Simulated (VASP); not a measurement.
# TiO2 in VASP: relaxation of the atoms with PBE

Aim: the relaxation of the atoms of TiO2 with PBE.

Program: VASP 6.6.1. These are calculated values, not measurements. Logs are shortened: lines on timing, memory, paths and dates and some standing lists are left out, and cuts for length are marked.

### Step 1. The cell of the first run

The cell holds a slab with vacuum, 18 atoms: a = 4.592 Å, b = 4.592 Å, c = 23.393 Å, α = 90.00°, β = 90.00°, γ = 90.00°.

### Step 2. Relaxation of the atoms, PBE

INCAR reads:

```
SYSTEM = TiO2
PREC = Accurate
ENCUT = 520
EDIFF = 1E-7
ISMEAR = -1
SIGMA = 0.1
LREAL = .False.
LASPH = .True.
NELM = 120
ALGO = Normal
ISIF = 2
LWAVE = .False.
LCHARG = .False.
LDIPOL = .True.
IDIPOL = 3
DIPOL = 0.5 0.5 0.500
GGA = PE
IBRION = 2
NSW = 50
EDIFFG = -0.03
GGA_COMPAT = .False.
NELMIN = 4
NELMDL = -8
KPAR = 4
```

KPOINTS reads:

```
Automatic mesh
0
Gamma
  4 4 1
  0 0 0
```

POSCAR reads:

```
TiO2
1.0
    4.5922000000      0.0000000000      0.0000000000
    0.0000000000      4.5922000000      0.0000000000
    0.0000000000      0.0000000000     23.3935000000
Ti O
6 12
Selective dynamics
Direct
    0.0000000000      0.0000000000      0.3419753350  F F F
    0.5000000000      0.5000000000      0.4051852010  F F F
    0.0000000000      0.0000000000      0.4683950670  F F F
    0.5000000000      0.5000000000      0.5316049330  T T T
    0.0000000000      0.0000000000      0.5948147990  T T T
    0.5000000000      0.5000000000      0.6580246650  T T T
    0.3049600000      0.3049600000      0.3419753350  F F F
    0.1950400000      0.8049600000      0.4051852010  F F F
    0.6950400000      0.6950400000      0.3419753350  F F F
    0.8049600000      0.1950400000      0.4051852010  F F F
    0.3049600000      0.3049600000      0.4683950670  F F F
    0.1950400000      0.8049600000      0.5316049330  T T T
    0.6950400000      0.6950400000      0.4683950670  F F F
    0.8049600000      0.1950400000      0.5316049330  T T T
    0.3049600000      0.3049600000      0.5948147990  T T T
    0.1950400000      0.8049600000      0.6580246650  T T T
    0.6950400000      0.6950400000      0.5948147990  T T T
    0.8049600000      0.1950400000      0.6580246650  T T T
```

Potentials or basis: VASP PAW PBE potentials, release 64 (Ti_sv, O).

Started as:

```
> cat potpaw_PBE.64/Ti_sv/POTCAR potpaw_PBE.64/O/POTCAR > POTCAR
> mpirun -np 4 vasp_std > vasp.out
```

OUTCAR:

```text
SYSTEM = TiO2
   PREC = Accurate
   ENCUT = 520
   EDIFF = 1E-7
   ISMEAR = -1
   LREAL = .False.
   LASPH = .True.
   NELM = 120
   ISIF = 2
   GGA = PE
   IBRION = 2
   NSW = 50
   EDIFFG = -0.03
   NELMIN = 4
   NELMDL = -8

 ion  position               nearest neighbor table
   1  0.000  0.000  0.342-   8 1.95  10 1.95   9 1.98   7 1.98
   2  0.500  0.500  0.405-   7 1.95   9 1.95  11 1.95  13 1.95   8 1.98  10 1.98
   3  0.000  0.000  0.468-  12 1.95  14 1.95   8 1.95  10 1.95  13 1.98  11 1.98
   4  0.500  0.500  0.532-  11 1.95  13 1.95  15 1.95  17 1.95  12 1.98  14 1.98
   5  0.000  0.000  0.595-  12 1.95  14 1.95  16 1.95  18 1.95  17 1.98  15 1.98
   6  0.500  0.500  0.658-  15 1.95  17 1.95  16 1.98  18 1.98
   7  0.305  0.305  0.342-   2 1.95   1 1.98
   8  0.195  0.805  0.405-   1 1.95   3 1.95   2 1.98
   9  0.695  0.695  0.342-   2 1.95   1 1.98
  10  0.805  0.195  0.405-   1 1.95   3 1.95   2 1.98
  11  0.305  0.305  0.468-   4 1.95   2 1.95   3 1.98
  12  0.195  0.805  0.532-   3 1.95   5 1.95   4 1.98
  13  0.695  0.695  0.468-   4 1.95   2 1.95   3 1.98
  14  0.805  0.195  0.532-   3 1.95   5 1.95   4 1.98
  15  0.305  0.305  0.595-   4 1.95   6 1.95   5 1.98
  16  0.195  0.805  0.658-   5 1.95   6 1.98
  17  0.695  0.695  0.595-   4 1.95   6 1.95   5 1.98
  18  0.805  0.195  0.658-   5 1.95   6 1.98

  LATTYP: Found a simple tetragonal cell.
 ALAT       =     4.5922000000
 C/A-ratio  =     5.0941814381

  Lattice vectors:

 A1 = (   4.5922000000,   0.0000000000,   0.0000000000)
 A2 = (   0.0000000000,   4.5922000000,   0.0000000000)
 A3 = (   0.0000000000,   0.0000000000,  23.3935000000)

Analysis of symmetry for initial positions (statically):
=====================================================================
 Subroutine PRICEL returns:
 Original cell was already a primitive cell.

 Routine SETGRP: Setting up the symmetry group for a
 simple tetragonal supercell.

 Subroutine GETGRP returns: Found  8 space group operations
 (whereof  4 operations were pure point group operations)
 out of a pool of 16 trial point group operations.

The static configuration has the point symmetry C_2v.
 The point group associated with its full space group is D_2d.

Analysis of symmetry for dynamics (positions and initial velocities):
=====================================================================
 Subroutine PRICEL returns:
 Original cell was already a primitive cell.

 Routine SETGRP: Setting up the symmetry group for a
 simple tetragonal supercell.

 Subroutine GETGRP returns: Found  8 space group operations
 (whereof  4 operations were pure point group operations)
 out of a pool of 16 trial point group operations.

The dynamic configuration has the point symmetry C_2v.
 The point group associated with its full space group is D_2d.

Analysis of constrained symmetry for selective dynamics:
=====================================================================
 Subroutine PRICEL returns:
 Original cell was already a primitive cell.

 Routine SETGRP: Setting up the symmetry group for a
 simple tetragonal supercell.

 Subroutine GETGRP returns: Found  4 space group operations
 (whereof  4 operations were pure point group operations)
 out of a pool of 16 trial point group operations.

The constrained configuration has the point symmetry C_2v.

 Subroutine INISYM returns: Found  4 space group operations
 (whereof  4 operations are pure point group operations),
 and found     1 'primitive' translations

----------------------------------------------------------------------------------------

                                     Primitive cell

  volume of cell :     493.3292

  direct lattice vectors                    reciprocal lattice vectors
     4.592200000  0.000000000  0.000000000     0.217760550  0.000000000  0.000000000
     0.000000000  4.592200000  0.000000000     0.000000000  0.217760550  0.000000000
     0.000000000  0.000000000 23.393500000     0.000000000  0.000000000  0.042746917

  length of vectors
     4.592200000  4.592200000 23.393500000     0.217760550  0.217760550  0.042746917

  position of ions in fractional coordinates (direct lattice)
     0.000000000  0.000000000  0.341975335
     0.500000000  0.500000000  0.405185201
     0.000000000  0.000000000  0.468395067
     0.500000000  0.500000000  0.531604933
     0.000000000  0.000000000  0.594814799
     0.500000000  0.500000000  0.658024665
[... 10 lines left out ...]
     0.695040000  0.695040000  0.594814799
     0.804960000  0.195040000  0.658024665

  ion indices of the primitive-cell ions
   primitive index   ion index
                 1           1
                 2           2
                 3           3
                 4           4
                 5           5
                 6           6
[... 10 lines left out ...]
                17          17
                18          18

----------------------------------------------------------------------------------------

 KPOINTS: Automatic mesh

Automatic generation of k-mesh.
 Grid dimensions read from file:
 generate k-points for:    4    4    1

 Generating k-lattice:

  Cartesian coordinates                     Fractional coordinates (reciprocal lattice)
     0.054440138  0.000000000  0.000000000     0.250000000  0.000000000  0.000000000
     0.000000000  0.054440138  0.000000000     0.000000000  0.250000000  0.000000000
     0.000000000  0.000000000  0.042746917     0.000000000  0.000000000  1.000000000

  Length of vectors
     0.054440138  0.054440138  0.042746917

  Shift w.r.t. Gamma in fractional coordinates (k-lattice)
     0.000000000  0.000000000  0.000000000

 Subroutine IBZKPT returns following result:
 ===========================================

 Found      7 irreducible k-points:

 Following reciprocal coordinates:
            Coordinates               Weight
  0.000000  0.000000  0.000000      1.000000
  0.250000  0.000000  0.000000      4.000000
  0.500000  0.000000  0.000000      2.000000
  0.250000  0.250000  0.000000      2.000000
 -0.250000  0.250000  0.000000      2.000000
  0.500000  0.250000  0.000000      4.000000
  0.500000  0.500000  0.000000      1.000000
   k-points           NKPTS =      7   k-points in BZ     NKDIM =      7   number of bands    NBANDS=     86
   number of dos      NEDOS =    301   number of ions     NIONS =     18
   total plane-waves  NPLWV = 233280
   dimension x,y,z NGX =    36 NGY =   36 NGZ =  180
   dimension x,y,z NGXF=    72 NGYF=   72 NGZF=  360
   ions per type =               6  12
   NGX,Y,Z   is equivalent  to a cutoff of  13.03, 13.03, 12.79 a.u.
   NGXF,Y,Z  is equivalent  to a cutoff of  26.07, 26.07, 25.58 a.u.
 SYSTEM =  TiO2
   PREC   = accura    normal or accurate (medium, high low for compatibility)
   ISTART =      0    job   : 0-new  1-cont  2-samecut
   ICHARG =      2    charge: 1-file 2-atom 10-const
   ISPIN  =      1    spin polarized calculation?
   LNONCOLLINEAR =      F non collinear calculations
   LSORBIT =      F    spin-orbit coupling
   LASPH  =      T    aspherical Exc in radial PAW
   ENCUT  =  520.0 eV  38.22 Ry    6.18 a.u.   8.54  8.54 43.50*2*pi/ulx,y,z
   NELM   =    120;   NELMIN=  4; NELMDL= -8     # of ELM steps
   EDIFF  = 0.1E-06   stopping-criterion for ELM
   LREAL  =      F    real-space projection
   EDIFFG = -.3E-01   stopping-criterion for IOM
   NSW    =     50    number of steps for IOM
   IBRION =      2    ionic relax: 0-MD 1-quasi-New 2-CG
   NFREE  =      1    steps in history (QN), initial steepest desc. (CG)
   ISIF   =      2    stress and relaxation
   ISYM   =      2    0-nonsym 1-usesym 2-fastsym
   POTIM  = 0.5000    time-step for ionic-motion
   TEBEG  =    0.0;   TEEND  =   0.0 temperature during run
   PSTRESS=    0.0 pullay stress
   NELECT =     144.0000    total number of electrons
   NUPDOWN=      -1.0000    fix difference up-down
   EMIN   =  10.00;   EMAX   =-10.00  energy-range for DOS
   EFERMI =   0.00;   METHOD = LEGACY
   ISMEAR =    -1;   SIGMA  =   0.10  broadening in eV -4-tet -1-fermi 0-gaus
   EFERMI_NEDOS =   21; number of points for ismear=-14 and -15
   IALGO  =     38    algorithm
   IMIX   =      4    mixing-type and parameters
     AMIX     =   0.40;   BMIX     =  1.00
     AMIX_MAG =   1.60;   BMIX_MAG =  1.00
  volume/ion in A,a.u.               =      27.41       184.95
  Fermi-wavevector in a.u.,A,eV,Ry     =   1.085967  2.052181 16.045689  1.179325
  Thomas-Fermi vector in A             =   2.222093
   LORBIT       =      0    0 simple, 1 ext, 2 COOP (PROOUT), +10 PAW based schemes
   GGA     = PE    functional components
   LHFCALC =     F    Hartree Fock is set to
   AEXX    =    0.0000 exact exchange contribution
   IVDW    =     0    specifies the selected vdW correction
   LEPSILON=     F    determine dielectric tensor
   LRPA    =     F    only Hartree local field effects (RPA)
 conjugate gradient relaxation of ions
 non-spin polarized calculation
  energy-cutoff  :      520.00
  volume of cell :      493.33
 maximum number of plane-waves:     13313
 NGX is ok and might be reduce to    36
   NGX = 17   NGY = 17   NGZ = 87

 dipolmoment           0.000000      0.000000     -0.000005 electrons x Angstroem

--------------------------------------- Ionic step        1  -------------------------------------------

 number of electron     144.0000086 magnetization

 Free energy of the ion-electron system (eV)
  ---------------------------------------------------
  ext. energy  EPLUGINS =         0.00000000
  ---------------------------------------------------
  free energy    TOTEN  =      -154.91052242 eV

  energy without entropy =     -154.90840499  energy(sigma->0) =     -154.90946371

------------------------ aborting loop because EDIFF is reached ----------------------------------------

 vacuum level on the upper side and lower side of the slab       (xc-potential included)        -0.078        -0.077

  FORCE on cell =-STRESS in cart. coord.  units (eV):
  Direction    XX          YY          ZZ          XY          YZ          ZX
  --------------------------------------------------------------------------------------
  -------------------------------------------------------------------------------------
  Total       -5.3593374     -5.3593374     -5.4345096      0.0000206      0.0000000      0.0000000
  in kB      -17.4054354    -17.4054354    -17.6495710      0.0000669      0.0000000      0.0000000
  external PRESSURE =     -17.4868139 kB  Pullay stress =       0.0000000 kB
[... 137 lines left out ...]
  FREE ENERGIE OF THE ION-ELECTRON SYSTEM (eV)
  ---------------------------------------------------
  free  energy   TOTEN  =      -155.8265462633 eV

  energy  without entropy=     -155.8253692304  energy(sigma->0) =     -155.82595775

[... ionic steps 4 to 16 ...]

--------------------------------------- Ionic step       17  -------------------------------------------

 number of electron     144.0000040 magnetization

------------------------ aborting loop because EDIFF is reached ----------------------------------------
[... 99 lines left out ...]
--------------------------------------- Ionic step       19  -------------------------------------------

 number of electron     144.0000038 magnetization

 dipolmoment           0.000000      0.000000      0.114863 electrons x Angstroem

 Free energy of the ion-electron system (eV)
  ---------------------------------------------------
  ext. energy  EPLUGINS =         0.00000000
  ---------------------------------------------------
  free energy    TOTEN  =      -156.17458738 eV

  energy without entropy =     -156.17353096  energy(sigma->0) =     -156.17405917

 E-fermi :  -0.7149     XC(G=0):  -5.0171

 val. band max:       -1.3870599024   @ k =  -0.2500   0.2500   0.0000
 cond. band min:       0.0041955134   @ k =   0.5000   0.5000   0.0000
 fundamental gap:      1.3912554158
 Fermi energy:        -0.7148951379

 k-point     1 :       0.0000    0.0000    0.0000
  band No.  band energies     occupation
      1     -58.9534      2.00000
      2     -58.3325      2.00000
      3     -58.3077      2.00000
      4     -58.2898      2.00000
      5     -58.2596      2.00000
      6     -58.2089      2.00000
[... 598 lines left out ...]
     83       1.4796      0.00000
     84       1.6157      0.00000
 [bands above 84 left out]

------------------------ aborting loop because EDIFF is reached ----------------------------------------

 vacuum level on the upper side and lower side of the slab       (xc-potential included)         0.350        -0.609

  FORCE on cell =-STRESS in cart. coord.  units (eV):
  Direction    XX          YY          ZZ          XY          YZ          ZX
  --------------------------------------------------------------------------------------
  -------------------------------------------------------------------------------------
  Total       -2.0824475     -2.0824475     -2.0742937      1.1129468      0.0000000      0.0000000
  in kB       -6.7631319     -6.7631319     -6.7366510      3.6144997      0.0000000      0.0000000
  external PRESSURE =      -6.7543050 kB  Pullay stress =       0.0000000 kB
[... 33 lines left out ...]
  FREE ENERGIE OF THE ION-ELECTRON SYSTEM (eV)
  ---------------------------------------------------
  free  energy   TOTEN  =      -156.1745873823 eV

  energy  without entropy=     -156.1735309624  energy(sigma->0) =     -156.17405917

 reached required accuracy - stopping structural energy minimisation

 vacuum level on the upper side and lower side of the slab         4.251         3.268
```

Wall time 30 min (4 MPI ranks of AMD EPYC 9R45 (Zen 5), shared host); peak memory 0.7 GiB.

What came out:

```yaml
Free_energy: -156.1746 eV
Energy_gained_by_relaxing: 70.2 meV/atom
Ionic_steps: 19
Band_gap_on_the_k_mesh: 1.39 eV (least direct gap 1.41 eV)
```

The path:
| step | energy change (eV) | largest force on free atoms (eV/Å) | pressure (GPa) |
| --- | --- | --- | --- |
| 1 | 0.0000 | 3.9970 | -1.75 |
| 2 | -0.8340 | 2.7493 | 0.06 |
| 3 | -0.9160 | 2.2696 | -0.52 |
| 4 | -1.1706 | 1.2597 | -0.32 |
| 5 | -1.1716 | 1.1712 | -0.34 |
| 6 | -1.2322 | 0.4317 | -0.11 |
| 7 | -1.2323 | 0.4055 | -0.12 |
| 8 | -1.2539 | 0.2571 | -0.33 |
| 9 | -1.2539 | 0.2611 | -0.34 |
| 10 | -1.2584 | 0.1532 | -0.42 |
| 11 | -1.2587 | 0.1134 | -0.40 |
| 12 | -1.2598 | 0.0962 | -0.44 |
| 13 | -1.2600 | 0.1217 | -0.46 |
| 14 | -1.2607 | 0.0843 | -0.48 |
| 15 | -1.2617 | 0.1314 | -0.51 |
| 16 | -1.2625 | 0.1104 | -0.54 |
| 17 | -1.2638 | 0.0514 | -0.64 |
| 18 | -1.2638 | 0.0573 | -0.67 |
| 19 | -1.2641 | 0.0162 | -0.68 |

Final structure:
```
CELL_PARAMETERS angstrom
4.59220 0.00000 0.00000
0.00000 4.59220 0.00000
0.00000 0.00000 23.39350
ATOMIC_POSITIONS crystal
Ti 0.00000 0.00000 0.34198
Ti 0.50000 0.50000 0.40519
Ti 0.00000 0.00000 0.46840
Ti 0.50000 0.50000 0.52705
Ti 0.00000 0.00000 0.60862
Ti 0.50000 0.50000 0.64853
O 0.30496 0.30496 0.34198
O 0.19504 0.80496 0.40519
O 0.69504 0.69504 0.34198
O 0.80496 0.19504 0.40519
O 0.30496 0.30496 0.46840
O 0.19735 0.80265 0.53160
O 0.69504 0.69504 0.46840
O 0.80265 0.19735 0.53160
O 0.30039 0.30039 0.59566
O 0.21281 0.78719 0.66237
O 0.69961 0.69961 0.59566
O 0.78719 0.21281 0.66237
```
